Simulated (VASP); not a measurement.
# ScAl2As3 (P-3m1) in VASP: notebook

Runs on ScAl2As3. Level: PBEsol. Tasks: single point, relaxation of cell and atoms.

Program: VASP 6.6.1. These are calculated values, not measurements. Logs are shortened: lines on timing, memory, paths and dates and some standing lists are left out, and cuts for length are marked.

## 1. The cell of the first run

It takes space group P-3m1 (No. 164, trigonal). Conventional cell: a = 3.754 Å, b = 3.754 Å, c = 9.170 Å, α = 90.00°, β = 90.00°, γ = 120.00°. Sc (site symmetry -3m) has 6 As at 2.72 Å within 3.6 Å. Al (site symmetry 3m) has 6 As at 2.60 to 2.64 Å within 3.4 Å. As (site symmetry 3m) has 3 Al at 2.60 Å and 3 Sc at 2.72 Å within 3.4 Å. As (site symmetry -3m) has 6 Al at 2.64 Å within 3.5 Å.

## 2. Single point, PBEsol

INCAR reads:

```
ALGO = Normal
EDIFF = 1E-7
ENCUT = 520
GGA = PS
ISIF = 2
ISMEAR = -1
LASPH = True
LCHARG = True
LELF = True
LREAL = False
LVHAR = True
LWAVE = False
NBANDS = 25
NELM = 80
PREC = Accurate
SIGMA = 0.03
```

KPOINTS reads:

```
k-points
0
Gamma
  6 6 2
```

POSCAR reads:

```
ScAl2As3
1.0
    3.7536499559     -0.0000000028      0.0000000000
   -1.8768249755      3.2507562201      0.0000000000
    0.0000000000      0.0000000000      9.1703621646
Sc Al As
1 2 3
Direct
    0.0000000000      0.0000000000      0.0000000000
    0.3333333333      0.6666666667      0.6645625512
    0.6666666667      0.3333333333      0.3354374488
    0.3333333333      0.6666666667      0.1790304093
    0.6666666667      0.3333333333      0.8209695907
    0.0000000000      0.0000000000      0.5000000000
```

Potentials or basis: VASP PAW PBE potentials, release 64 (Sc_sv, Al, As).

Command:

```sh
> cat potpaw_PBE.64/Sc_sv/POTCAR potpaw_PBE.64/Al/POTCAR potpaw_PBE.64/As/POTCAR > POTCAR
> mpirun -np 1 vasp_std > vasp.out
```

OUTCAR:

```text
EDIFF = 1E-7
   ENCUT = 520
   GGA = PS
   ISIF = 2
   ISMEAR = -1
   LASPH = True
   LREAL = False
   NELM = 80
   PREC = Accurate

 ion  position               nearest neighbor table
   1  0.000  0.000  0.000-   4 2.72   5 2.72   4 2.72   5 2.72   5 2.72   4 2.72
   2  0.333  0.667  0.665-   5 2.60   5 2.60   5 2.60   6 2.64   6 2.64   6 2.64
   3  0.667  0.333  0.335-   4 2.60   4 2.60   4 2.60   6 2.64   6 2.64   6 2.64
   4  0.333  0.667  0.179-   3 2.60   3 2.60   3 2.60   1 2.72   1 2.72   1 2.72
   5  0.667  0.333  0.821-   2 2.60   2 2.60   2 2.60   1 2.72   1 2.72   1 2.72
   6  0.000  0.000  0.500-   2 2.64   3 2.64   2 2.64   3 2.64   3 2.64   2 2.64

  LATTYP: Found a hexagonal cell.
 ALAT       =     3.7536499559
 C/A-ratio  =     2.4430520353

  Lattice vectors:

 A1 = (   3.7536499559,  -0.0000000028,   0.0000000000)
 A2 = (  -1.8768249755,   3.2507562201,   0.0000000000)
 A3 = (   0.0000000000,   0.0000000000,   9.1703621646)

Analysis of symmetry for initial positions (statically):
=====================================================================
 Subroutine PRICEL returns:
 Original cell was already a primitive cell.

 Routine SETGRP: Setting up the symmetry group for a
 hexagonal supercell.

 Subroutine GETGRP returns: Found 12 space group operations
 (whereof 12 operations were pure point group operations)
 out of a pool of 24 trial point group operations.

The static configuration has the point symmetry D_3d.

Analysis of symmetry for dynamics (positions and initial velocities):
=====================================================================
 Subroutine PRICEL returns:
 Original cell was already a primitive cell.

 Routine SETGRP: Setting up the symmetry group for a
 hexagonal supercell.

 Subroutine GETGRP returns: Found 12 space group operations
 (whereof 12 operations were pure point group operations)
 out of a pool of 24 trial point group operations.

The dynamic configuration has the point symmetry D_3d.

 Subroutine INISYM returns: Found 12 space group operations
 (whereof 12 operations are pure point group operations),
 and found     1 'primitive' translations

----------------------------------------------------------------------------------------

                                     Primitive cell

  volume of cell :     111.8986

  direct lattice vectors                    reciprocal lattice vectors
     3.753649956 -0.000000003  0.000000000     0.266407367  0.153810365  0.000000000
    -1.876824975  3.250756220  0.000000000     0.000000000  0.307620730  0.000000000
     0.000000000  0.000000000  9.170362165     0.000000000  0.000000000  0.109046947

  length of vectors
     3.753649956  3.753649956  9.170362165     0.307620730  0.307620730  0.109046947

  position of ions in fractional coordinates (direct lattice)
     0.000000000  0.000000000  0.000000000
     0.333333333  0.666666667  0.664562551
     0.666666667  0.333333333  0.335437449
     0.333333333  0.666666667  0.179030409
     0.666666667  0.333333333  0.820969591
     0.000000000  0.000000000  0.500000000

  ion indices of the primitive-cell ions
   primitive index   ion index
                 1           1
                 2           2
                 3           3
                 4           4
                 5           5
                 6           6

----------------------------------------------------------------------------------------

 KPOINTS: k-points

Automatic generation of k-mesh.
 Grid dimensions read from file:
 generate k-points for:    6    6    2

 Generating k-lattice:

  Cartesian coordinates                     Fractional coordinates (reciprocal lattice)
     0.044401228  0.025635061  0.000000000     0.166666667  0.000000000  0.000000000
     0.000000000  0.051270122  0.000000000     0.000000000  0.166666667  0.000000000
     0.000000000  0.000000000  0.054523474     0.000000000  0.000000000  0.500000000

  Length of vectors
     0.051270122  0.051270122  0.054523474

  Shift w.r.t. Gamma in fractional coordinates (k-lattice)
     0.000000000  0.000000000  0.000000000

 Subroutine IBZKPT returns following result:
 ===========================================

 Found     14 irreducible k-points:

 Following reciprocal coordinates:
            Coordinates               Weight
  0.000000  0.000000  0.000000      1.000000
  0.166667  0.000000  0.000000      6.000000
  0.333333  0.000000  0.000000      6.000000
  0.500000  0.000000  0.000000      3.000000
  0.166667  0.166667  0.000000      6.000000
  0.333333  0.166667  0.000000     12.000000
  0.333333  0.333333  0.000000      2.000000
  0.000000  0.000000  0.500000      1.000000
  0.166667  0.000000  0.500000      6.000000
  0.333333  0.000000  0.500000      6.000000
  0.500000  0.000000  0.500000      3.000000
  0.166667  0.166667  0.500000      6.000000
  0.333333  0.166667  0.500000     12.000000
  0.333333  0.333333  0.500000      2.000000
   k-points           NKPTS =     14   k-points in BZ     NKDIM =     14   number of bands    NBANDS=     25
   number of dos      NEDOS =    301   number of ions     NIONS =      6
   total plane-waves  NPLWV =  54880
   dimension x,y,z NGX =    28 NGY =   28 NGZ =   70
   dimension x,y,z NGXF=    56 NGYF=   56 NGZF=  140
   ions per type =               1   2   3
   NGX,Y,Z   is equivalent  to a cutoff of  12.40, 12.40, 12.69 a.u.
   NGXF,Y,Z  is equivalent  to a cutoff of  24.80, 24.80, 25.38 a.u.
 SYSTEM =  unknown system
   PREC   = accura    normal or accurate (medium, high low for compatibility)
   ISTART =      0    job   : 0-new  1-cont  2-samecut
   ICHARG =      2    charge: 1-file 2-atom 10-const
   ISPIN  =      1    spin polarized calculation?
   LNONCOLLINEAR =      F non collinear calculations
   LSORBIT =      F    spin-orbit coupling
   LASPH  =      T    aspherical Exc in radial PAW
   ENCUT  =  520.0 eV  38.22 Ry    6.18 a.u.   6.98  6.98 17.05*2*pi/ulx,y,z
   NELM   =     80;   NELMIN=  2; NELMDL= -5     # of ELM steps
   EDIFF  = 0.1E-06   stopping-criterion for ELM
   LREAL  =      F    real-space projection
   EDIFFG = 0.1E-05   stopping-criterion for IOM
   NSW    =      0    number of steps for IOM
   IBRION =     -1    ionic relax: 0-MD 1-quasi-New 2-CG
   NFREE  =      0    steps in history (QN), initial steepest desc. (CG)
   ISIF   =      2    stress and relaxation
   ISYM   =      2    0-nonsym 1-usesym 2-fastsym
   POTIM  = 0.5000    time-step for ionic-motion
   TEBEG  =    0.0;   TEEND  =   0.0 temperature during run
   PSTRESS=    0.0 pullay stress
   NELECT =      32.0000    total number of electrons
   NUPDOWN=      -1.0000    fix difference up-down
   EMIN   =  10.00;   EMAX   =-10.00  energy-range for DOS
   EFERMI =   0.00;   METHOD = LEGACY
   ISMEAR =    -1;   SIGMA  =   0.03  broadening in eV -4-tet -1-fermi 0-gaus
   EFERMI_NEDOS =   21; number of points for ismear=-14 and -15
   IALGO  =     38    algorithm
   IMIX   =      4    mixing-type and parameters
     AMIX     =   0.40;   BMIX     =  1.00
     AMIX_MAG =   1.60;   BMIX_MAG =  1.00
  volume/ion in A,a.u.               =      18.65       125.85
  Fermi-wavevector in a.u.,A,eV,Ry     =   1.078574  2.038209 15.827954  1.163322
  Thomas-Fermi vector in A             =   2.214516
   LORBIT       =      0    0 simple, 1 ext, 2 COOP (PROOUT), +10 PAW based schemes
   GGA     = PS    functional components
   LHFCALC =     F    Hartree Fock is set to
   AEXX    =    0.0000 exact exchange contribution
   IVDW    =     0    specifies the selected vdW correction
   LEPSILON=     F    determine dielectric tensor
   LRPA    =     F    only Hartree local field effects (RPA)
 non-spin polarized calculation
  energy-cutoff  :      520.00
  volume of cell :      111.90
 maximum number of plane-waves:      3027
 NGX is ok and might be reduce to    28
   NGX = 13   NGY = 13   NGZ = 35

 number of electron      31.9999995 magnetization

 Free energy of the ion-electron system (eV)
  ---------------------------------------------------
  ext. energy  EPLUGINS =         0.00000000
  ---------------------------------------------------
  free energy    TOTEN  =       -33.49095578 eV

  energy without entropy =      -33.48498987  energy(sigma->0) =      -33.48797282

 E-fermi :   6.1795     XC(G=0): -10.4720

 val. band max:        6.1777745300   @ k =   0.0000   0.0000   0.5000
 cond. band min:       6.2034394135   @ k =   0.5000   0.0000   0.5000
 fundamental gap:      0.0256648836
 Fermi energy:         6.1795225077

 k-point     1 :       0.0000    0.0000    0.0000
  band No.  band energies     occupation
      1     -43.5048      2.00000
      2     -22.2866      2.00000
      3     -22.1945      2.00000
      4     -22.1945      2.00000
      5      -6.9321      2.00000
      6      -5.6747      2.00000
[... 17 lines left out ...]
     24       9.4328      0.00000
     25      10.7789      0.00000

 k-point     2 :       0.1667    0.0000    0.0000
  band No.  band energies     occupation
      1     -43.5028      2.00000
      2     -22.2812      2.00000
      3     -22.2187      2.00000
      4     -22.2000      2.00000
      5      -6.6006      2.00000
      6      -5.4329      2.00000
[... 17 lines left out ...]
     24      10.5523      0.00000
     25      10.5866      0.00000

 k-point     3 :       0.3333    0.0000    0.0000
  band No.  band energies     occupation
      1     -43.4990      2.00000
      2     -22.2717      2.00000
      3     -22.2655      2.00000
      4     -22.2108      2.00000
      5      -5.6863      2.00000
      6      -4.8380      2.00000
[... 272 lines left out ...]
 k-point    13 :       0.3333    0.1667    0.5000
  band No.  band energies     occupation
      1     -43.4971      2.00000
      2     -22.2782      2.00000
      3     -22.2649      2.00000
      4     -22.2288      2.00000
      5      -4.8857      2.00000
      6      -4.5778      2.00000
[... 17 lines left out ...]
     24      10.3076      0.00000
     25      11.0523      0.00000

 k-point    14 :       0.3333    0.3333    0.5000
  band No.  band energies     occupation
      1     -43.4961      2.00000
      2     -22.2625      2.00000
      3     -22.2607      2.00000
      4     -22.2607      2.00000
      5      -4.2700      2.00000
      6      -4.2700      2.00000
[... 17 lines left out ...]
     24      11.4809      0.00000
     25      11.7806      0.00000

------------------------ aborting loop because EDIFF is reached ----------------------------------------

  FORCE on cell =-STRESS in cart. coord.  units (eV):
  Direction    XX          YY          ZZ          XY          YZ          ZX
  --------------------------------------------------------------------------------------
  -------------------------------------------------------------------------------------
  Total        0.2191915      0.2191915      0.2666730      0.0000000      0.0000000      0.0000000
  in kB        3.1384093      3.1384093      3.8182558      0.0000000      0.0000000      0.0000000
  external PRESSURE =       3.3650248 kB  Pullay stress =       0.0000000 kB

 VOLUME and BASIS-vectors are now :
 -----------------------------------------------------------------------------
  energy-cutoff  :      520.00
  volume of cell :      111.90
      direct lattice vectors                 reciprocal lattice vectors
     3.753649956 -0.000000003  0.000000000     0.266407367  0.153810365  0.000000000
    -1.876824975  3.250756220  0.000000000     0.000000000  0.307620730  0.000000000
     0.000000000  0.000000000  9.170362165     0.000000000  0.000000000  0.109046947

 POSITION                                       TOTAL-FORCE (eV/Angst)
 -----------------------------------------------------------------------------------
      0.00000      0.00000      0.00000        -0.000000      0.000000      0.000000
      0.00000      2.16717      6.09428         0.000000      0.000000     -0.003412
      1.87682      1.08359      3.07608        -0.000000      0.000000      0.003412
      0.00000      2.16717      1.64177         0.000000      0.000000      0.002572
      1.87682      1.08359      7.52859        -0.000000     -0.000000     -0.002572
      0.00000      0.00000      4.58518        -0.000000      0.000000      0.000000
 -----------------------------------------------------------------------------------
    total drift:                                0.000000      0.000000      0.000000

  FREE ENERGIE OF THE ION-ELECTRON SYSTEM (eV)
  ---------------------------------------------------
  free  energy   TOTEN  =       -33.4909557763 eV

  energy  without entropy=      -33.4849898736  energy(sigma->0) =      -33.48797282
```

Run time: 30 s. Hardware: 1 thread of AMD EPYC 9R45 (Zen 5), shared host; peak memory 0.21 GiB.

Results:

* Free energy: -33.4910 eV
* Pressure: 0.3 GPa
* Largest force: 0.003 eV/Å
* Band gap on the k mesh: zero (band 16 reaches 6.62 eV, above the bottom of band 17 at 5.57 eV)

Forces on the atoms (eV/Å):
```
Sc   0.000  0.000  0.000
Al   0.000  0.000 -0.003
Al   0.000  0.000  0.003
As   0.000  0.000  0.003
As   0.000  0.000 -0.003
As   0.000  0.000  0.000
```

Caveat: the PAW data sets were made with another functional, which shifts forces and pressure a little.

(Part 1 of 2 ends here.)
